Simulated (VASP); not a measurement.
A run of VASP 6.6.1 is set up as follows.

The input INCAR:

```
SYSTEM = Na
PREC = Accurate
ENCUT = 520
EDIFF = 1E-6
ISMEAR = -1
SIGMA = 0.1
LREAL = .False.
LASPH = .True.
NELM = 60
ALGO = Normal
ISIF = 2
LWAVE = .False.
LCHARG = .False.
GGA = PE
NBANDS = 14
```

Contents of KPOINTS:

```
Automatic mesh
0
Gamma
  8 8 8
  0 0 0
```

POSCAR

```
Na
1.0
    0.0000000000      3.8349681922      3.8349681922
    3.8349681922      0.0000000000      3.8349681922
    3.8349681922      3.8349681922      0.0000000000
Na
2
Direct
    0.1250000000      0.1250000000      0.1250000000
    0.8750000000      0.8750000000      0.8750000000
```

Potentials or basis: VASP PAW PBE potentials, release 64 (Na_pv).

The run is started by

```sh
$ cat potpaw_PBE.64/Na_pv/POTCAR > POTCAR
$ mpirun -np 1 vasp_std > vasp.out
```

(1) Estimate the band gap on the k mesh.

(2) Predict the pressure.

## Answers

(1) zero (band 7 reaches -0.29 eV, above the bottom of band 8 at -0.95 eV).

(2) -0.1 GPa.
